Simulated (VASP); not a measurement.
# Cd (Im-3m) in VASP: settings compared

Cd is run at these levels: PBE, LDA; tasks: single point.

Program: VASP 6.6.1. These are calculated values, not measurements. Logs are shortened: lines on timing, memory, paths and dates and some standing lists are left out, and cuts for length are marked.

## Step 1: The cell of the first run

It takes space group Im-3m (No. 229, cubic). Conventional cell: a = 3.569 Å, b = 3.569 Å, c = 3.569 Å, α = 90.00°, β = 90.00°, γ = 90.00°. Cd (site symmetry m-3m) has 14 Cd at 3.09 to 3.57 Å within 4.1 Å.

This isn't the form of Cd at room conditions, which is hcp.

## Step 2: Single point, PBE

File INCAR:

```
SYSTEM = Cd
PREC = Accurate
ENCUT = 520
EDIFF = 1E-6
ISMEAR = 0
SIGMA = 0.05
LREAL = .FALSE.
LASPH = .TRUE.
NELM = 80
ALGO = Normal
ISIF = 2
LWAVE = .FALSE.
LCHARG = .TRUE.
GGA = PE
LELF = .TRUE.
LVHAR = .TRUE.
NBANDS = 12
```

File KPOINTS:

```
regular mesh
0
G
  14 14 14
  0 0 0
```

File POSCAR:

```
Cd
1.0
   -1.7843220000      1.7843220000      1.7843220000
    1.7843220000     -1.7843220000      1.7843220000
    1.7843220000      1.7843220000     -1.7843220000
Cd
1
Direct
    0.0000000000      0.0000000000      0.0000000000
```

Potentials or basis: VASP PAW PBE potentials, release 64 (Cd).

Run with:

```bash
cat potpaw_PBE.64/Cd/POTCAR > POTCAR
mpirun -np 1 vasp_std > vasp.out
```

OUTCAR:

```text
SYSTEM = Cd
   PREC = Accurate
   ENCUT = 520
   EDIFF = 1E-6
   ISMEAR = 0
   LREAL = .FALSE.
   LASPH = .TRUE.
   NELM = 80
   ISIF = 2
   GGA = PE

 ion  position               nearest neighbor table
   1  0.000  0.000  0.000-

  LATTYP: Found a body centered cubic cell.
 ALAT       =     3.5686440000

  Lattice vectors:

 A1 = (  -1.7843220000,   1.7843220000,   1.7843220000)
 A2 = (   1.7843220000,  -1.7843220000,   1.7843220000)
 A3 = (   1.7843220000,   1.7843220000,  -1.7843220000)

Analysis of symmetry for initial positions (statically):
=====================================================================
 Subroutine PRICEL returns:
 Original cell was already a primitive cell.

 Routine SETGRP: Setting up the symmetry group for a
 body centered cubic supercell.

 Subroutine GETGRP returns: Found 48 space group operations
 (whereof 48 operations were pure point group operations)
 out of a pool of 48 trial point group operations.

The static configuration has the point symmetry O_h .

Analysis of symmetry for dynamics (positions and initial velocities):
=====================================================================
 Subroutine PRICEL returns:
 Original cell was already a primitive cell.

 Routine SETGRP: Setting up the symmetry group for a
 body centered cubic supercell.

 Subroutine GETGRP returns: Found 48 space group operations
 (whereof 48 operations were pure point group operations)
 out of a pool of 48 trial point group operations.

The dynamic configuration has the point symmetry O_h .

 Subroutine INISYM returns: Found 48 space group operations
 (whereof 48 operations are pure point group operations),
 and found     1 'primitive' translations

----------------------------------------------------------------------------------------

                                     Primitive cell

  volume of cell :      22.7237

  direct lattice vectors                    reciprocal lattice vectors
    -1.784322000  1.784322000  1.784322000     0.000000000  0.280218481  0.280218481
     1.784322000 -1.784322000  1.784322000     0.280218481  0.000000000  0.280218481
     1.784322000  1.784322000 -1.784322000     0.280218481  0.280218481  0.000000000

  length of vectors
     3.090536361  3.090536361  3.090536361     0.396288776  0.396288776  0.396288776

  position of ions in fractional coordinates (direct lattice)
     0.000000000  0.000000000  0.000000000

  ion indices of the primitive-cell ions
[... 75 lines left out ...]
   LREAL  =      F    real-space projection
   EDIFFG = 0.1E-04   stopping-criterion for IOM
   NSW    =      0    number of steps for IOM
   IBRION =     -1    ionic relax: 0-MD 1-quasi-New 2-CG
   NFREE  =      0    steps in history (QN), initial steepest desc. (CG)
   ISIF   =      2    stress and relaxation
   ISYM   =      2    0-nonsym 1-usesym 2-fastsym
   POTIM  = 0.5000    time-step for ionic-motion
   TEBEG  =    0.0;   TEEND  =   0.0 temperature during run
   PSTRESS=    0.0 pullay stress
   NELECT =      12.0000    total number of electrons
   NUPDOWN=      -1.0000    fix difference up-down
   EMIN   =  10.00;   EMAX   =-10.00  energy-range for DOS
   EFERMI =   0.00;   METHOD = LEGACY
   ISMEAR =     0;   SIGMA  =   0.05  broadening in eV -4-tet -1-fermi 0-gaus
   EFERMI_NEDOS =   21; number of points for ismear=-14 and -15
   IALGO  =     38    algorithm
   IMIX   =      4    mixing-type and parameters
     AMIX     =   0.40;   BMIX     =  1.00
     AMIX_MAG =   1.60;   BMIX_MAG =  1.00
  volume/ion in A,a.u.               =      22.72       153.35
  Fermi-wavevector in a.u.,A,eV,Ry     =   1.323250  2.500581 23.823686  1.750992
  Thomas-Fermi vector in A             =   2.452872
   LORBIT       =      0    0 simple, 1 ext, 2 COOP (PROOUT), +10 PAW based schemes
   GGA     = PE    functional components
   LHFCALC =     F    Hartree Fock is set to
   AEXX    =    0.0000 exact exchange contribution
   IVDW    =     0    specifies the selected vdW correction
   LEPSILON=     F    determine dielectric tensor
   LRPA    =     F    only Hartree local field effects (RPA)
 non-spin polarized calculation
 Gauss-broadening in eV      SIGMA  =   0.05
  energy-cutoff  :      520.00
  volume of cell :       22.72
 maximum number of plane-waves:       627
   NGX = 11   NGY = 11   NGZ = 11

 number of electron      12.0000006 magnetization

 Free energy of the ion-electron system (eV)
  ---------------------------------------------------
  ext. energy  EPLUGINS =         0.00000000
  ---------------------------------------------------
  free energy    TOTEN  =        -0.68433764 eV

  energy without entropy =       -0.68333487  energy(sigma->0) =       -0.68383625

 E-fermi :   2.5888     XC(G=0): -10.7765

 val. band max:        2.5867623608   @ k =  -0.4286  -0.4286   0.1429
 cond. band min:       2.6370996254   @ k =  -0.4286  -0.4286   0.1429
 fundamental gap:      0.0503372646
 Fermi energy:         2.5888030989

 k-point     1 :       0.0000    0.0000    0.0000
  band No.  band energies     occupation
      1      -6.5538      2.00000
      2      -6.5538      2.00000
      3      -6.5538      2.00000
      4      -5.9541      2.00000
      5      -5.9541      2.00000
      6      -5.9343      2.00000
      7      17.9625      0.00000
      8      17.9625      0.00000
      9      17.9625      0.00000
     10      18.4670      0.00000
     11      18.4670      0.00000
     12      18.4670      0.00000
[... 331 lines left out ...]
 k-point    24 :       0.3571    0.2857    0.0000
  band No.  band energies     occupation
      1      -6.8194      2.00000
      2      -6.4528      2.00000
      3      -6.2659      2.00000
      4      -5.9382      2.00000
      5      -5.8546      2.00000
      6       2.7275      0.00009
      7       2.8536      0.00000
      8       4.7277      0.00000
      9      11.7408      0.00000
     10      18.9422      0.00000
     11      20.0695      0.00000
     12      21.9069      0.00000

 [... further k-points ...]
[... 5 lines left out ...]
  --------------------------------------------------------------------------------------
  -------------------------------------------------------------------------------------
  Total        0.1911113      0.1911113      0.1911113      0.0000000     -0.0000000      0.0000000
  in kB       13.4746398     13.4746398     13.4746398      0.0000000     -0.0000000      0.0000000
  external PRESSURE =      13.4746398 kB  Pullay stress =       0.0000000 kB

 VOLUME and BASIS-vectors are now :
 -----------------------------------------------------------------------------
  energy-cutoff  :      520.00
  volume of cell :       22.72
      direct lattice vectors                 reciprocal lattice vectors
    -1.784322000  1.784322000  1.784322000     0.000000000  0.280218481  0.280218481
     1.784322000 -1.784322000  1.784322000     0.280218481  0.000000000  0.280218481
     1.784322000  1.784322000 -1.784322000     0.280218481  0.280218481  0.000000000

 POSITION                                       TOTAL-FORCE (eV/Angst)
 -----------------------------------------------------------------------------------
      0.00000      0.00000      0.00000        -0.000000      0.000000      0.000000
 -----------------------------------------------------------------------------------
    total drift:                                0.000000      0.000000     -0.000000

  FREE ENERGIE OF THE ION-ELECTRON SYSTEM (eV)
  ---------------------------------------------------
  free  energy   TOTEN  =        -0.6843376417 eV

  energy  without entropy=       -0.6833348661  energy(sigma->0) =       -0.68383625
```

OSZICAR:

```text
N       E                     dE             d eps       ncg     rms          rms(c)
DAV:   1     0.712399822229E+02    0.71240E+02   -0.69786E+03  2656   0.991E+02
DAV:   2     0.565559565900E+00   -0.70674E+02   -0.67389E+02  2748   0.239E+02
DAV:   3    -0.723119185493E+00   -0.12887E+01   -0.12881E+01  2948   0.360E+01
DAV:   4    -0.724685666545E+00   -0.15665E-02   -0.15664E-02  2760   0.125E+00
DAV:   5    -0.724689391038E+00   -0.37245E-05   -0.37245E-05  2892   0.607E-02    0.286E+00
DAV:   6    -0.685870842997E+00    0.38819E-01   -0.10602E-01  2840   0.407E+00    0.232E+00
DAV:   7    -0.684099525373E+00    0.17713E-02   -0.98602E-03  2796   0.102E+00    0.115E+00
DAV:   8    -0.684299727820E+00   -0.20020E-03   -0.13214E-03  2576   0.494E-01    0.583E-02
DAV:   9    -0.684332157027E+00   -0.32429E-04   -0.12966E-05  2912   0.362E-02    0.105E-02
DAV:  10    -0.684337744241E+00   -0.55872E-05   -0.46385E-06  2612   0.229E-02    0.136E-03
DAV:  11    -0.684337641729E+00    0.10251E-06   -0.17186E-08  1356   0.143E-03
   1 F= -.68433764E+00 E0= -.68383625E+00  d E =-.100278E-02
```

Run time: 15 s. Hardware: 1 thread of Intel Xeon 8259CL, shared host; peak memory 0.16 GiB.

Results:

```yaml
Free_energy: -0.6843 eV
Pressure: 1.3 GPa
Band_gap_on_the_k_mesh: zero (bands 6 and 7 overlap by 4.38 eV)
```

## Step 3: Single point, LDA

File INCAR:

```
SYSTEM = Cd
ALGO = Normal
EDIFF = 1E-7
ENCUT = 520
GGA = CA
ISIF = 2
ISMEAR = 0
LASPH = .TRUE.
LCHARG = .TRUE.
LELF = .TRUE.
LREAL = .FALSE.
LVHAR = .TRUE.
LWAVE = .FALSE.
NBANDS = 12
NELM = 100
PREC = Accurate
SIGMA = 0.05
```

File KPOINTS:

```
k-points
0
G
  14 14 14
  0 0 0
```

POSCAR is that of step 2.

Potentials or basis: VASP PAW LDA potentials, release 64 (Cd).

Run with:

```bash
cat potpaw_LDA.64/Cd/POTCAR > POTCAR
mpirun -np 1 vasp_std > vasp.out
```

Wall time 14 s (1 thread of Intel Xeon 8259CL, shared host); peak memory 0.14 GiB.

It converged, with:

```yaml
Free_energy: -1.3946 eV
Pressure: -4.8 GPa
Band_gap_on_the_k_mesh: zero (bands 6 and 7 overlap by 4.37 eV)
```

Levels at points of the mesh, in eV from the Fermi level:
```tsv
k point	band 3	band 4	band 5	band 6	band 7	band 8	band 9	band 10
(0.00, 0.00, 0.00)	-9.04	-8.52	-8.43	-8.43	15.48	15.48	15.48	15.73
(0.50, 0.00, 0.00)	-8.46	-8.41	-8.02	-1.92	-0.96	9.10	9.95	13.54
(0.50, 0.50, 0.50)	-8.12	-8.12	-8.12	3.41	3.41	3.41	5.39	8.09
```

Caveat: the cell stands under tension.

## Step 4: Single point, PBE

This run uses another cell than the first one, of 27.27 Å³/atom.

File INCAR:

```
PREC = Accurate ; ENCUT = 520
EDIFF = 1E-6 ; ISMEAR = 0
SIGMA = 0.05 ; LREAL = F
LASPH = T ; NELM = 100
ALGO = Normal ; ISIF = 2
LWAVE = F ; LCHARG = F
GGA = PE ; NBANDS = 12
```

File KPOINTS:

```
Automatic mesh
0
Gamma
  14 14 14
```

File POSCAR:

```
Cd
1.0
   -1.8961250635      1.8961250635      1.8961250635
    1.8961250635     -1.8961250635      1.8961250635
    1.8961250635      1.8961250635     -1.8961250635
Cd
1
Direct
    0.0000000000      0.0000000000      0.0000000000
```

Potentials or basis: VASP PAW PBE potentials, release 64 (Cd).

Run with:

```bash
cat potpaw_PBE.64/Cd/POTCAR > POTCAR
mpirun -np 1 vasp_std > vasp.out
```

Wall time 15 s (1 thread of Intel Xeon 8259CL, shared host); peak memory 0.15 GiB.

It converged, with:

```yaml
Free_energy: -0.6447 eV
Pressure: -3.1 GPa
Band_gap_on_the_k_mesh: zero (bands 6 and 7 overlap by 4.47 eV)
```

Levels at points of the mesh, in eV from the Fermi level:
```tsv
k point	band 3	band 4	band 5	band 6	band 7	band 8	band 9	band 10
(0.00, 0.00, 0.00)	-8.68	-8.27	-8.27	-7.26	13.56	13.56	13.56	14.55
(0.50, 0.00, 0.00)	-8.29	-8.26	-7.99	-1.28	-1.16	8.14	9.19	12.12
(0.50, 0.50, 0.50)	-8.06	-8.06	-8.06	3.31	3.31	3.31	3.99	7.27
```

Caveat: the cell stands under tension.

## Step 5: Summary

```csv
level,potentials or basis,cell,gap on the mesh (eV),pressure (GPa)
PBE,"VASP PAW PBE potentials, release 64 (Cd)","a = 3.091 Å, angles 109.5°, 1 atom",none,1.3
LDA,"VASP PAW LDA potentials, release 64 (Cd)","a = 3.091 Å, angles 109.5°, 1 atom",none,-4.8
PBE,"VASP PAW PBE potentials, release 64 (Cd)","a = 3.284 Å, angles 109.5°, 1 atom",none,-3.1
```

Alike in all rows: task single point; no spin polarisation; k mesh 14 × 14 × 14; cutoff (eV) 520; smearing gaussian 0.05 eV.

Caveats: the cell stands under tension (at least some runs).

Absolute energies hang on the potentials; compare differences alone.
